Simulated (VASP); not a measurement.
# YBePb (P4/nmm) in VASP: single point with r2SCAN

Aim: the single point of YBePb with r2SCAN.

All numbers are computed with VASP 6.6.1; they aren't measurements. Logs are shortened: lines on timing, memory, paths and dates and some standing lists are left out, and cuts for length are marked.

**1. The cell of the first run**

Symmetry: P4/nmm, No. 129, tetragonal system. Conventional cell: a = 4.070 Å, b = 4.070 Å, c = 7.174 Å, α = 90.00°, β = 90.00°, γ = 90.00°. Within 3.3 Å of Pb (site symmetry 4mm) lie 4 Be at 2.52 Å and 5 Y at 3.05 to 3.17 Å. Within 4.1 Å of Y (site symmetry 4mm) lie 6 Pb at 3.05 to 4.00 Å and 4 Be at 3.23 Å and 8 Y at 3.59 to 4.07 Å. Be (site symmetry -4m2) has 4 Pb at 2.52 Å and 4 Be at 2.88 Å and 4 Y at 3.23 Å within 3.3 Å.

**2. Single point, r2SCAN**

POSCAR

```
YBePb
1.0
    4.0696880000      0.0000000000      0.0000000000
    0.0000000000      4.0696880000      0.0000000000
    0.0000000000      0.0000000000      7.1741940000
Pb Y Be
2 2 2
Direct
    0.0000000000      0.5000000000      0.2080000000
    0.5000000000      0.0000000000      0.7920000000
    0.0000000000      0.5000000000      0.6500000000
    0.5000000000      0.0000000000      0.3500000000
    0.0000000000      0.0000000000      0.0000000000
    0.5000000000      0.5000000000      0.0000000000
```

INCAR.step1

```
SYSTEM = YBePb
PREC     = Accurate       ! precision mode
ENCUT    = 520            ! plane-wave cutoff, eV
ISMEAR   = 1              ! smearing method
SIGMA    = 0.1803         ! smearing width, eV
LREAL    = .False.        ! projectors in reciprocal space
LASPH    = .True.         ! aspherical terms in the spheres
NELM     = 60             ! most SCF steps
NBANDS   = 36             ! bands
GGA      = PE             ! functional
ALGO     = Normal         ! electronic algorithm
EDIFF    = 1E-4           ! SCF threshold, eV
LWAVE    = .True.         ! write WAVECAR
LCHARG   = .False.        ! write CHGCAR
```

INCAR.step2

```
SYSTEM = YBePb
PREC     = Accurate       ! precision mode
ENCUT    = 520            ! plane-wave cutoff, eV
EDIFF    = 1E-6           ! SCF threshold, eV
ISMEAR   = 1              ! smearing method
SIGMA    = 0.1803         ! smearing width, eV
LREAL    = .False.        ! projectors in reciprocal space
LASPH    = .True.         ! aspherical terms in the spheres
NELM     = 60             ! most SCF steps
ALGO     = Normal         ! electronic algorithm
ISIF     = 2              ! what is computed and relaxed
LWAVE    = .False.        ! write WAVECAR
LCHARG   = .True.         ! write CHGCAR
METAGGA  = R2SCAN         ! meta-GGA
LMIXTAU  = .True.       
LELF     = .True.         ! ELF
LVHAR    = .True.       
NBANDS   = 36             ! bands
ISTART   = 1
```

KPOINTS

```
Automatic mesh
0
Gamma
  6 6 4
  0 0 0
```

Potentials or basis: VASP PAW PBE potentials, release 64 (Pb_d, Y_sv, Be).

Command:

```
$ cat potpaw_PBE.64/Pb_d/POTCAR potpaw_PBE.64/Y_sv/POTCAR potpaw_PBE.64/Be/POTCAR > POTCAR
$ cp INCAR.step1 INCAR
$ mpirun -np 1 vasp_std > vasp.out
$ cp INCAR.step2 INCAR
$ mpirun -np 1 vasp_std > vasp.out
```

OUTCAR:

```text
SYSTEM = YBePb
   PREC = Accurate
   ENCUT = 520
   EDIFF = 1E-6
   ISMEAR = 1
   LREAL = .False.
   LASPH = .True.
   NELM = 60
   ISIF = 2
   METAGGA = R2SCAN
   ISTART = 1

 ion  position               nearest neighbor table
   1  0.000  0.500  0.208-   5 2.52   6 2.52   5 2.52   6 2.52   4 3.05   4 3.05   4 3.05   4 3.05
                             3 3.17   3 4.00
   2  0.500  0.000  0.792-   5 2.52   6 2.52   6 2.52   5 2.52   3 3.05   3 3.05   3 3.05   3 3.05
                             4 3.17   4 4.00
   3  0.000  0.500  0.650-   2 3.05   2 3.05   2 3.05   2 3.05   1 3.17   5 3.23   6 3.23   6 3.23
                             5 3.23   4 3.59   4 3.59   4 3.59   4 3.59   1 4.00
   4  0.500  0.000  0.350-   1 3.05   1 3.05   1 3.05   1 3.05   2 3.17   6 3.23   6 3.23   5 3.23
                             5 3.23   3 3.59   3 3.59   3 3.59   3 3.59   2 4.00
   5  0.000  0.000  0.000-   1 2.52   2 2.52   1 2.52   2 2.52   3 3.23   3 3.23   4 3.23   4 3.23

   6  0.500  0.500  0.000-   1 2.52   2 2.52   2 2.52   1 2.52   3 3.23   4 3.23   4 3.23   3 3.23

  LATTYP: Found a simple tetragonal cell.
 ALAT       =     4.0696880000
 C/A-ratio  =     1.7628363649

  Lattice vectors:

 A1 = (   4.0696880000,   0.0000000000,   0.0000000000)
 A2 = (   0.0000000000,   4.0696880000,   0.0000000000)
 A3 = (   0.0000000000,   0.0000000000,   7.1741940000)

Analysis of symmetry for initial positions (statically):
=====================================================================
 Subroutine PRICEL returns:
 Original cell was already a primitive cell.

 Routine SETGRP: Setting up the symmetry group for a
 simple tetragonal supercell.

 Subroutine GETGRP returns: Found 16 space group operations
 (whereof  8 operations were pure point group operations)
 out of a pool of 16 trial point group operations.

The static configuration has the point symmetry D_2d.
 The point group associated with its full space group is D_4h.

Analysis of symmetry for dynamics (positions and initial velocities):
=====================================================================
 Subroutine PRICEL returns:
 Original cell was already a primitive cell.

 Routine SETGRP: Setting up the symmetry group for a
 simple tetragonal supercell.

 Subroutine GETGRP returns: Found 16 space group operations
 (whereof  8 operations were pure point group operations)
 out of a pool of 16 trial point group operations.

The dynamic configuration has the point symmetry D_2d.
 The point group associated with its full space group is D_4h.

 Subroutine INISYM returns: Found 16 space group operations
 (whereof  8 operations are pure point group operations),
 and found     1 'primitive' translations

----------------------------------------------------------------------------------------

                                     Primitive cell

  volume of cell :     118.8216

  direct lattice vectors                    reciprocal lattice vectors
     4.069688000  0.000000000  0.000000000     0.245719082  0.000000000  0.000000000
     0.000000000  4.069688000  0.000000000     0.000000000  0.245719082  0.000000000
     0.000000000  0.000000000  7.174194000     0.000000000  0.000000000  0.139388480

  length of vectors
     4.069688000  4.069688000  7.174194000     0.245719082  0.245719082  0.139388480

  position of ions in fractional coordinates (direct lattice)
     0.000000000  0.500000000  0.208000000
     0.500000000  0.000000000  0.792000000
     0.000000000  0.500000000  0.650000000
     0.500000000  0.000000000  0.350000000
     0.000000000  0.000000000  0.000000000
     0.500000000  0.500000000  0.000000000

  ion indices of the primitive-cell ions
   primitive index   ion index
                 1           1
                 2           2
                 3           3
                 4           4
                 5           5
                 6           6

----------------------------------------------------------------------------------------

 KPOINTS: Automatic mesh

Automatic generation of k-mesh.
 Grid dimensions read from file:
 generate k-points for:    6    6    4

 Generating k-lattice:

  Cartesian coordinates                     Fractional coordinates (reciprocal lattice)
     0.040953180  0.000000000  0.000000000     0.166666667  0.000000000  0.000000000
     0.000000000  0.040953180  0.000000000     0.000000000  0.166666667  0.000000000
     0.000000000  0.000000000  0.034847120     0.000000000  0.000000000  0.250000000

  Length of vectors
     0.040953180  0.040953180  0.034847120

  Shift w.r.t. Gamma in fractional coordinates (k-lattice)
     0.000000000  0.000000000  0.000000000

 Subroutine IBZKPT returns following result:
 ===========================================

 Found     30 irreducible k-points:

 Following reciprocal coordinates:
            Coordinates               Weight
  0.000000  0.000000  0.000000      1.000000
  0.166667  0.000000  0.000000      4.000000
  0.333333  0.000000  0.000000      4.000000
  0.500000  0.000000  0.000000      2.000000
  0.166667  0.166667  0.000000      4.000000
  0.333333  0.166667  0.000000      8.000000
[... 16 lines left out ...]
  0.333333  0.000000  0.500000      4.000000
  0.500000  0.000000  0.500000      2.000000
 [... further k-points ...]
   k-points           NKPTS =     30   k-points in BZ     NKDIM =     30   number of bands    NBANDS=     36
   number of dos      NEDOS =    301   number of ions     NIONS =      6
   total plane-waves  NPLWV =  48600
   dimension x,y,z NGX =    30 NGY =   30 NGZ =   54
   dimension x,y,z NGXF=    60 NGYF=   60 NGZF=  108
   ions per type =               2   2   2
   NGX,Y,Z   is equivalent  to a cutoff of  12.25, 12.25, 12.51 a.u.
   NGXF,Y,Z  is equivalent  to a cutoff of  24.51, 24.51, 25.03 a.u.
 SYSTEM =  YBePb
   PREC   = accura    normal or accurate (medium, high low for compatibility)
   ISTART =      1    job   : 0-new  1-cont  2-samecut
   ICHARG =      0    charge: 1-file 2-atom 10-const
   ISPIN  =      1    spin polarized calculation?
   LNONCOLLINEAR =      F non collinear calculations
   LSORBIT =      F    spin-orbit coupling
   LASPH  =      T    aspherical Exc in radial PAW
   ENCUT  =  520.0 eV  38.22 Ry    6.18 a.u.   7.57  7.57 13.34*2*pi/ulx,y,z
   NELM   =     60;   NELMIN=  2; NELMDL=  0     # of ELM steps
   EDIFF  = 0.1E-05   stopping-criterion for ELM
   LREAL  =      F    real-space projection
   EDIFFG = 0.1E-04   stopping-criterion for IOM
   NSW    =      0    number of steps for IOM
   IBRION =     -1    ionic relax: 0-MD 1-quasi-New 2-CG
   NFREE  =      0    steps in history (QN), initial steepest desc. (CG)
   ISIF   =      2    stress and relaxation
   ISYM   =      2    0-nonsym 1-usesym 2-fastsym
   POTIM  = 0.5000    time-step for ionic-motion
   TEBEG  =    0.0;   TEEND  =   0.0 temperature during run
   PSTRESS=    0.0 pullay stress
   NELECT =      54.0000    total number of electrons
   NUPDOWN=      -1.0000    fix difference up-down
   EMIN   =  10.00;   EMAX   =-10.00  energy-range for DOS
   EFERMI =   0.00;   METHOD = LEGACY
   ISMEAR =     1;   SIGMA  =   0.18  broadening in eV -4-tet -1-fermi 0-gaus
   EFERMI_NEDOS =   21; number of points for ismear=-14 and -15
   IALGO  =     38    algorithm
   IMIX   =      4    mixing-type and parameters
     AMIX     =   0.40;   BMIX     =  1.00
     AMIX_MAG =   1.60;   BMIX_MAG =  1.00
  volume/ion in A,a.u.               =      19.80       133.64
  Fermi-wavevector in a.u.,A,eV,Ry     =   1.258658  2.378518 21.554611  1.584219
  Thomas-Fermi vector in A             =   2.392256
   LORBIT       =      0    0 simple, 1 ext, 2 COOP (PROOUT), +10 PAW based schemes
   METAGGA = R2SCAN    functional components
   LHFCALC =     F    Hartree Fock is set to
   AEXX    =    0.0000 exact exchange contribution
   IVDW    =     0    specifies the selected vdW correction
   LEPSILON=     F    determine dielectric tensor
   LRPA    =     F    only Hartree local field effects (RPA)
 non-spin polarized calculation
 Methfessel and Paxton  Order N= 1 SIGMA  =   0.18
  energy-cutoff  :      520.00
  volume of cell :      118.82
 maximum number of plane-waves:      3235
   NGX = 15   NGY = 15   NGZ = 27

 number of electron      53.9999994 magnetization

 Free energy of the ion-electron system (eV)
  ---------------------------------------------------
  ext. energy  EPLUGINS =         0.00000000
  ---------------------------------------------------
  free energy    TOTEN  =      -162.47168010 eV

  energy without entropy =     -162.47601193  energy(sigma->0) =     -162.47312405

 E-fermi :   6.9646     XC(G=0): -11.4987

 val. band max:        6.9619855955   @ k =   0.3333   0.0000   0.5000
 cond. band min:       7.0015308456   @ k =   0.3333   0.1667   0.5000
 fundamental gap:      0.0395452501
 Fermi energy:         6.9645828060

 k-point     1 :       0.0000    0.0000    0.0000
  band No.  band energies     occupation
      1     -37.1057      2.00000
      2     -37.0592      2.00000
      3     -16.6304      2.00000
      4     -16.5240      2.00000
      5     -16.5240      2.00000
      6     -16.4507      2.00000
[... 28 lines left out ...]
     35      10.9850      0.00000
     36      11.1173      0.00000

 k-point     2 :       0.1667    0.0000    0.0000
  band No.  band energies     occupation
      1     -37.1012      2.00000
      2     -37.0610      2.00000
      3     -16.6259      2.00000
      4     -16.5839      2.00000
      5     -16.5155      2.00000
      6     -16.4187      2.00000
[... 28 lines left out ...]
     35      10.8053      0.00000
     36      10.9388      0.00000

 k-point     3 :       0.3333    0.0000    0.0000
  band No.  band energies     occupation
      1     -37.0900      2.00000
      2     -37.0667      2.00000
      3     -16.6551      2.00000
      4     -16.6395      2.00000
      5     -16.4911      2.00000
      6     -16.4359      2.00000
[... 28 lines left out ...]
     35      11.0516      0.00000
     36      11.2187      0.00000
[... 742 lines left out ...]
 k-point    23 :       0.3333    0.0000    0.5000
  band No.  band energies     occupation
      1     -37.0900      2.00000
      2     -37.0667      2.00000
      3     -16.6589      2.00000
      4     -16.6421      2.00000
      5     -16.4912      2.00000
      6     -16.4337      2.00000
[... 28 lines left out ...]
     35      10.8473      0.00000
     36      11.2975      0.00000

 k-point    24 :       0.5000    0.0000    0.5000
  band No.  band energies     occupation
      1     -37.0770      2.00000
      2     -37.0770      2.00000
      3     -16.6756      2.00000
      4     -16.6756      2.00000
      5     -16.4544      2.00000
      6     -16.4544      2.00000
[... 28 lines left out ...]
     35      10.8301      0.00000
     36      10.8302      0.00000

 [... further k-points ...]
[... 5 lines left out ...]
  --------------------------------------------------------------------------------------
  -------------------------------------------------------------------------------------
  Total        6.8693300      6.8693300      5.0602655      0.0000000      0.0000000     -0.0000000
  in kB       92.6252974     92.6252974     68.2320681      0.0000000      0.0000000     -0.0000000
  external PRESSURE =      84.4942209 kB  Pullay stress =       0.0000000 kB

 VOLUME and BASIS-vectors are now :
 -----------------------------------------------------------------------------
  energy-cutoff  :      520.00
  volume of cell :      118.82
      direct lattice vectors                 reciprocal lattice vectors
     4.069688000  0.000000000  0.000000000     0.245719082  0.000000000  0.000000000
     0.000000000  4.069688000  0.000000000     0.000000000  0.245719082  0.000000000
     0.000000000  0.000000000  7.174194000     0.000000000  0.000000000  0.139388480

 POSITION                                       TOTAL-FORCE (eV/Angst)
 -----------------------------------------------------------------------------------
      0.00000      2.03484      1.49223         0.000000     -0.000000      0.514419
      2.03484      0.00000      5.68196        -0.000000     -0.000000     -0.514419
      0.00000      2.03484      4.66323        -0.000000      0.000000      0.321724
      2.03484      0.00000      2.51097         0.000000     -0.000000     -0.321724
      0.00000      0.00000      0.00000        -0.000000     -0.000000     -0.000000
      2.03484      2.03484      0.00000        -0.000000      0.000000     -0.000000
 -----------------------------------------------------------------------------------
    total drift:                                0.000000      0.000000      0.000000

  FREE ENERGIE OF THE ION-ELECTRON SYSTEM (eV)
  ---------------------------------------------------
  free  energy   TOTEN  =      -162.4716801046 eV

  energy  without entropy=     -162.4760119345  energy(sigma->0) =     -162.47312405
```

It took 5 min on 1 thread of Intel Xeon Platinum 8488C (Sapphire Rapids), shared host; peak memory 0.3 GiB.

What came out:

```
Free energy            : -162.4717 eV
Pressure               : 8.4 GPa
Largest force          : 0.514 eV/Å
Band gap on the k mesh : zero (bands 27 and 28 overlap by 1.33 eV)
```

Forces on the atoms (eV/Å):
```
Pb   0.000  0.000  0.514
Pb   0.000  0.000 -0.514
Y    0.000  0.000  0.322
Y    0.000  0.000 -0.322
Be   0.000  0.000  0.000
Be   0.000  0.000  0.000
```

Stress tensor (GPa, compression positive):
```
9.26 0.00 0.00
0.00 9.26 0.00
0.00 0.00 6.82
```

Levels at points of the mesh, in eV from the Fermi level:
```
           k point  band 23  band 24  band 25  band 26  band 27  band 28  band 29  band 30  band 31  band 32
(0.00, 0.00, 0.00)    -2.55    -1.43    -0.97     0.40     0.40     0.66     1.24     2.05     2.05     2.16
(0.50, 0.00, 0.00)    -2.84    -2.84    -1.36    -1.36     1.03     1.03     1.32     1.32     1.88     1.88
(0.50, 0.50, 0.00)    -3.46    -3.46    -3.11    -3.11    -0.19    -0.19     1.31     1.31     4.24     4.24
(0.00, 0.00, 0.50)    -2.69    -2.51    -0.85     0.20     0.89     0.89     0.98     1.87     1.87     2.57
(0.50, 0.00, 0.50)    -1.91    -1.91    -1.54    -1.54    -0.22    -0.22     2.56     2.56     2.59     2.59
(0.50, 0.50, 0.50)    -3.75    -3.75    -3.31    -3.31    -0.17    -0.17     3.12     3.12     3.71     3.71
```

Caveat: the cell stands under pressure; the PAW data sets were made with another functional, which shifts forces and pressure a little; spin-orbit coupling is left out, which moves the levels of the heavy elements.
